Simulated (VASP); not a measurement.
# Bi2Te3 (R-3m) in VASP: a series of runs

Aim: see how the results for Bi2Te3 move with the level of theory and the settings. Levels: PBEsol+D4, BLYP+D4, PBEsol, PBE, SVWN5. Tasks: single point.

All numbers are computed with VASP 6.6.1; they aren't measurements. Logs are shortened: lines on timing, memory, paths and dates and some standing lists are left out, and cuts for length are marked.

**The experiment to reproduce.**

“Vacancy and Antisite-Induced Ferromagnetism in Liquid-Phase Exfoliated Bi2Te3”, 2024, arxiv:2412.10539 quotes, for a bulk crystal of Bi2Te3: band gap 0.17 eV.

The runs below are set against these values where they give the same quantity.

## 1. The cell of the first run

Symmetry: R-3m, No. 166, trigonal system. Conventional cell: a = 4.472 Å, b = 4.472 Å, c = 31.095 Å, α = 90.00°, β = 90.00°, γ = 120.00°. Bi (site symmetry 3m) has 6 Te at 3.13 to 3.31 Å within 4.1 Å. Within 4.1 Å of Te (site symmetry 3m) lie 3 Bi at 3.13 Å and 3 Te at 3.71 Å. Within 4.7 Å of Te (site symmetry -3m) lie 6 Bi at 3.31 Å and 12 Te at 4.47 to 4.64 Å.

## 2. Single point, PBEsol+D4

File INCAR:

```
PREC = Accurate ; ENCUT = 520
EDIFF = 1E-6 ; ISMEAR = -1
SIGMA = 0.05 ; LREAL = F
LASPH = T ; NELM = 60
ALGO = Normal ; ISIF = 2
LWAVE = F ; LCHARG = T
GGA = PS ; IVDW = 13
LELF = T ; LVHAR = T
NBANDS = 32
```

File KPOINTS:

```
Automatic mesh
0
Gamma
  7 7 7
```

File POSCAR:

```
Bi2Te3
1.0
    2.2360109196      1.2909615063     10.3650440818
   -2.2360109196      1.2909615063     10.3650440818
    0.0000000000     -2.5819230127     10.3650440818
Bi Te
2 3
Direct
    0.6000000000      0.6000000000      0.6000000000
    0.4000000000      0.4000000000      0.4000000000
    0.7905000000      0.7905000000      0.7905000000
    0.2095000000      0.2095000000      0.2095000000
    0.0000000000      0.0000000000      0.0000000000
```

Potentials or basis: VASP PAW PBE potentials, release 64 (Bi_d, Te).

The run is started by

```bash
cat potpaw_PBE.64/Bi_d/POTCAR potpaw_PBE.64/Te/POTCAR > POTCAR
mpirun -np 1 vasp_std > vasp.out
```

OUTCAR:

```text
PREC = Accurate
   ENCUT = 520
   EDIFF = 1E-6
   ISMEAR = -1
   LREAL = F
   LASPH = T
   NELM = 60
   ISIF = 2
   GGA = PS
   IVDW = 13

 ion  position               nearest neighbor table
   1  0.600  0.600  0.600-   4 3.13   4 3.13   4 3.13   5 3.31   5 3.31   5 3.31
   2  0.400  0.400  0.400-   3 3.13   3 3.13   3 3.13   5 3.31   5 3.31   5 3.31
   3  0.791  0.791  0.791-   2 3.13   2 3.13   2 3.13
   4  0.209  0.209  0.209-   1 3.13   1 3.13   1 3.13
   5  0.000  0.000  0.000-   1 3.31   2 3.31   1 3.31   1 3.31   2 3.31   2 3.31

  LATTYP: Found a trigonal (rhomboedric) cell.
 ALAT       =    10.6817819329
 COS(alpha) =     0.9123624111

  Lattice vectors:

 A1 = (   2.2360109196,   1.2909615063,  10.3650440818)
 A2 = (  -2.2360109196,   1.2909615063,  10.3650440818)
 A3 = (   0.0000000000,  -2.5819230127,  10.3650440818)

Analysis of symmetry for initial positions (statically):
=====================================================================
 Subroutine PRICEL returns:
 Original cell was already a primitive cell.

 Routine SETGRP: Setting up the symmetry group for a
 trigonal (rhombohedral) supercell.

 Subroutine GETGRP returns: Found 12 space group operations
 (whereof 12 operations were pure point group operations)
 out of a pool of 12 trial point group operations.

The static configuration has the point symmetry D_3d.

Analysis of symmetry for dynamics (positions and initial velocities):
=====================================================================
 Subroutine PRICEL returns:
 Original cell was already a primitive cell.

 Routine SETGRP: Setting up the symmetry group for a
 trigonal (rhombohedral) supercell.

 Subroutine GETGRP returns: Found 12 space group operations
 (whereof 12 operations were pure point group operations)
 out of a pool of 12 trial point group operations.

The dynamic configuration has the point symmetry D_3d.

 Subroutine INISYM returns: Found 12 space group operations
 (whereof 12 operations are pure point group operations),
 and found     1 'primitive' translations

----------------------------------------------------------------------------------------

                                     Primitive cell

  volume of cell :     179.5187

  direct lattice vectors                    reciprocal lattice vectors
     2.236010920  1.290961506 10.365044082     0.223612504  0.129102739  0.032159374
    -2.236010920  1.290961506 10.365044082    -0.223612504  0.129102739  0.032159374
     0.000000000 -2.581923013 10.365044082     0.000000000 -0.258205478  0.032159374

  length of vectors
    10.681781933 10.681781933 10.681781933     0.260200489  0.260200489  0.260200489

  position of ions in fractional coordinates (direct lattice)
     0.600000000  0.600000000  0.600000000
     0.400000000  0.400000000  0.400000000
     0.790500000  0.790500000  0.790500000
     0.209500000  0.209500000  0.209500000
     0.000000000  0.000000000  0.000000000

  ion indices of the primitive-cell ions
   primitive index   ion index
                 1           1
                 2           2
                 3           3
                 4           4
                 5           5

----------------------------------------------------------------------------------------

 KPOINTS: Automatic mesh

Automatic generation of k-mesh.
 Grid dimensions read from file:
 generate k-points for:    7    7    7

 Generating k-lattice:

  Cartesian coordinates                     Fractional coordinates (reciprocal lattice)
     0.031944643  0.018443248  0.004594196     0.142857143  0.000000000 -0.000000000
    -0.031944643  0.018443248  0.004594196     0.000000000  0.142857143 -0.000000000
     0.000000000 -0.036886497  0.004594196    -0.000000000 -0.000000000  0.142857143

  Length of vectors
     0.037171498  0.037171498  0.037171498

  Shift w.r.t. Gamma in fractional coordinates (k-lattice)
     0.000000000  0.000000000  0.000000000

 Subroutine IBZKPT returns following result:
 ===========================================

 Found     44 irreducible k-points:

 Following reciprocal coordinates:
            Coordinates               Weight
  0.000000  0.000000  0.000000      1.000000
  0.142857 -0.000000  0.000000      6.000000
  0.285714 -0.000000  0.000000      6.000000
  0.428571 -0.000000  0.000000      6.000000
  0.142857  0.142857  0.000000      6.000000
  0.285714  0.142857  0.000000     12.000000
[... 16 lines left out ...]
  0.285714  0.285714  0.142857      6.000000
  0.428571  0.285714  0.142857     12.000000
 [... further k-points ...]
   k-points           NKPTS =     44   k-points in BZ     NKDIM =     44   number of bands    NBANDS=     32
   number of dos      NEDOS =    301   number of ions     NIONS =      5
   total plane-waves  NPLWV = 512000
   dimension x,y,z NGX =    80 NGY =   80 NGZ =   80
   dimension x,y,z NGXF=   160 NGYF=  160 NGZF=  160
   ions per type =               2   3
   NGX,Y,Z   is equivalent  to a cutoff of  12.45, 12.45, 12.45 a.u.
   NGXF,Y,Z  is equivalent  to a cutoff of  24.90, 24.90, 24.90 a.u.
 SYSTEM =  unknown system
   PREC   = accura    normal or accurate (medium, high low for compatibility)
   ISTART =      0    job   : 0-new  1-cont  2-samecut
   ICHARG =      2    charge: 1-file 2-atom 10-const
   ISPIN  =      1    spin polarized calculation?
   LNONCOLLINEAR =      F non collinear calculations
   LSORBIT =      F    spin-orbit coupling
   LASPH  =      T    aspherical Exc in radial PAW
   ENCUT  =  520.0 eV  38.22 Ry    6.18 a.u.  19.86 19.86 19.86*2*pi/ulx,y,z
   NELM   =     60;   NELMIN=  2; NELMDL= -5     # of ELM steps
   EDIFF  = 0.1E-05   stopping-criterion for ELM
   LREAL  =      F    real-space projection
   EDIFFG = 0.1E-04   stopping-criterion for IOM
   NSW    =      0    number of steps for IOM
   IBRION =     -1    ionic relax: 0-MD 1-quasi-New 2-CG
   NFREE  =      0    steps in history (QN), initial steepest desc. (CG)
   ISIF   =      2    stress and relaxation
   ISYM   =      2    0-nonsym 1-usesym 2-fastsym
   POTIM  = 0.5000    time-step for ionic-motion
   TEBEG  =    0.0;   TEEND  =   0.0 temperature during run
   PSTRESS=    0.0 pullay stress
   NELECT =      48.0000    total number of electrons
   NUPDOWN=      -1.0000    fix difference up-down
   EMIN   =  10.00;   EMAX   =-10.00  energy-range for DOS
   EFERMI =   0.00;   METHOD = LEGACY
   ISMEAR =    -1;   SIGMA  =   0.05  broadening in eV -4-tet -1-fermi 0-gaus
   EFERMI_NEDOS =   21; number of points for ismear=-14 and -15
   IALGO  =     38    algorithm
   IMIX   =      4    mixing-type and parameters
     AMIX     =   0.40;   BMIX     =  1.00
     AMIX_MAG =   1.60;   BMIX_MAG =  1.00
  volume/ion in A,a.u.               =      35.90       242.29
  Fermi-wavevector in a.u.,A,eV,Ry     =   1.054675  1.993047 15.134299  1.112340
  Thomas-Fermi vector in A             =   2.189844
   LORBIT       =      0    0 simple, 1 ext, 2 COOP (PROOUT), +10 PAW based schemes
   GGA     = PS    functional components
   LHFCALC =     F    Hartree Fock is set to
   AEXX    =    0.0000 exact exchange contribution
   IVDW    =    13    specifies the selected vdW correction
   LEPSILON=     F    determine dielectric tensor
   LRPA    =     F    only Hartree local field effects (RPA)
 non-spin polarized calculation
  energy-cutoff  :      520.00
  volume of cell :      179.52
 maximum number of plane-waves:      4864
   NGX = 39   NGY = 39   NGZ = 39

 number of electron      47.9999994 magnetization

 Free energy of the ion-electron system (eV)
  ---------------------------------------------------
  ext. energy  EPLUGINS =         0.00000000
  ---------------------------------------------------
  free energy    TOTEN  =       -20.17124671 eV

  energy without entropy =      -20.17102904  energy(sigma->0) =      -20.17113788

 E-fermi :   5.4381     XC(G=0):  -9.2369

 val. band max:        5.3033358146   @ k =   0.0000   0.0000   0.0000
 cond. band min:       5.5626596437   @ k =   0.0000   0.0000   0.0000
 fundamental gap:      0.2593238291
 Fermi energy:         5.4380987707

 k-point     1 :       0.0000    0.0000    0.0000
  band No.  band energies     occupation
      1     -17.7102      2.00000
      2     -17.7102      2.00000
      3     -17.7092      2.00000
      4     -17.7092      2.00000
      5     -17.7053      2.00000
      6     -17.7042      2.00000
[... 24 lines left out ...]
     31      10.2229      0.00000
     32      10.6806      0.00000

 k-point     2 :       0.1429   -0.0000    0.0000
  band No.  band energies     occupation
      1     -17.7112      2.00000
      2     -17.7101      2.00000
      3     -17.7084      2.00000
      4     -17.7074      2.00000
      5     -17.7043      2.00000
      6     -17.7033      2.00000
[... 24 lines left out ...]
     31       9.7328      0.00000
     32      10.3492      0.00000

 k-point     3 :       0.2857   -0.0000    0.0000
  band No.  band energies     occupation
      1     -17.7140      2.00000
      2     -17.7126      2.00000
      3     -17.7057      2.00000
      4     -17.7052      2.00000
      5     -17.7044      2.00000
      6     -17.7034      2.00000
[... 24 lines left out ...]
     31       9.1665      0.00000
     32      10.8087      0.00000

 k-point     4 :       0.4286   -0.0000    0.0000
  band No.  band energies     occupation
      1     -17.7167      2.00000
      2     -17.7149      2.00000
      3     -17.7065      2.00000
      4     -17.7053      2.00000
      5     -17.7047      2.00000
      6     -17.7034      2.00000
[... 24 lines left out ...]
     31       8.9341      0.00000
     32      10.0924      0.00000

 k-point     5 :       0.1429    0.1429    0.0000
  band No.  band energies     occupation
      1     -17.7112      2.00000
      2     -17.7101      2.00000
      3     -17.7084      2.00000
      4     -17.7074      2.00000
      5     -17.7042      2.00000
      6     -17.7033      2.00000
[... 584 lines left out ...]
     31       8.8195      0.00000
     32      10.3132      0.00000

 k-point    22 :      -0.1429    0.1429    0.1429
  band No.  band energies     occupation
      1     -17.7140      2.00000
      2     -17.7126      2.00000
      3     -17.7057      2.00000
      4     -17.7052      2.00000
      5     -17.7044      2.00000
      6     -17.7034      2.00000
[... 24 lines left out ...]
     31       8.9668      0.00000
     32      10.9852      0.00000

 k-point    23 :       0.2857    0.2857    0.1429
  band No.  band energies     occupation
      1     -17.7112      2.00000
      2     -17.7101      2.00000
      3     -17.7084      2.00000
      4     -17.7074      2.00000
      5     -17.7042      2.00000
      6     -17.7033      2.00000
[... 24 lines left out ...]
     31      10.0092      0.00000
     32      10.3121      0.00000

 k-point    24 :       0.4286    0.2857    0.1429
  band No.  band energies     occupation
      1     -17.7122      2.00000
      2     -17.7112      2.00000
      3     -17.7066      2.00000
      4     -17.7064      2.00000
      5     -17.7037      2.00000
      6     -17.7035      2.00000
[... 24 lines left out ...]
     31       9.8599      0.00000
     32       9.8962      0.00000

 [... further k-points ...]

------------------------ aborting loop because EDIFF is reached ----------------------------------------

  DFT-D4 for vdW energy calculation

  Edisp (eV):   -1.33995

  FORCE on cell =-STRESS in cart. coord.  units (eV):
  Direction    XX          YY          ZZ          XY          YZ          ZX
  --------------------------------------------------------------------------------------
  -------------------------------------------------------------------------------------
  Total      -4.63019    -4.63019    -5.14489     0.00000     0.00000     0.00000
  in kB     -41.32377   -41.32377   -45.91736     0.00000     0.00000     0.00000
  external pressure =      -42.85 kB  Pullay stress =        0.00 kB

 VOLUME and BASIS-vectors are now :
 -----------------------------------------------------------------------------
  energy-cutoff  :      520.00
  volume of cell :      179.52
      direct lattice vectors                 reciprocal lattice vectors
     2.236010920  1.290961506 10.365044082     0.223612504  0.129102739  0.032159374
    -2.236010920  1.290961506 10.365044082    -0.223612504  0.129102739  0.032159374
     0.000000000 -2.581923013 10.365044082     0.000000000 -0.258205478  0.032159374

 POSITION                                       TOTAL-FORCE (eV/Angst)
 -----------------------------------------------------------------------------------
      0.00000     -0.00000     18.65708         0.000000      0.000000     -0.174211
      0.00000     -0.00000     12.43805         0.000000     -0.000000      0.174211
      0.00000     -0.00000     24.58070         0.000000      0.000000     -0.433052
      0.00000     -0.00000      6.51443         0.000000     -0.000000      0.433052
      0.00000      0.00000      0.00000         0.000000     -0.000000      0.000000
 -----------------------------------------------------------------------------------
    total drift:                               -0.000000     -0.000000     -0.000000

  FREE ENERGIE OF THE ION-ELECTRON SYSTEM (eV)
  ---------------------------------------------------
  free  energy   TOTEN  =       -21.5112007170 eV

  energy  without entropy=      -21.5109830450  energy(sigma->0) =      -21.51109188
```

Wall time 15 min (1 thread of Intel Xeon Platinum 8124M at 3.00GHz (Skylake/Cascade Lake), shared host); peak memory 1 GiB.

What came out:

```yaml
Free_energy: -21.5112 eV
Pressure: -4.3 GPa
Largest_force: 0.433 eV/Å
Band_gap_on_the_k_mesh: 0.26 eV
Dispersion_energy_per_atom: -0.268 eV
```

Forces on the atoms (eV/Å):
```
Bi   0.000  0.000 -0.174
Bi   0.000  0.000  0.174
Te   0.000  0.000 -0.433
Te   0.000  0.000  0.433
Te   0.000  0.000  0.000
```

Stress tensor (GPa, compression positive):
```
-4.13  0.00  0.00
 0.00 -4.13  0.00
 0.00  0.00 -4.59
```

Levels at points of the mesh, in eV from the valence-band top:
```
           k point  band 21  band 22  band 23  band 24  band 25  band 26  band 27  band 28
(0.00, 0.00, 0.00)    -1.51    -0.71    -0.71     0.00     0.26     0.73     0.73     1.96
```

Caveat: the cell stands under tension; the PAW data sets were made with another functional, which shifts forces and pressure a little; spin-orbit coupling is left out, which moves the levels of the heavy elements; an odd mesh through Γ misses points on the zone boundary, where band edges can lie.

(Part 1 of 3 ends here.)
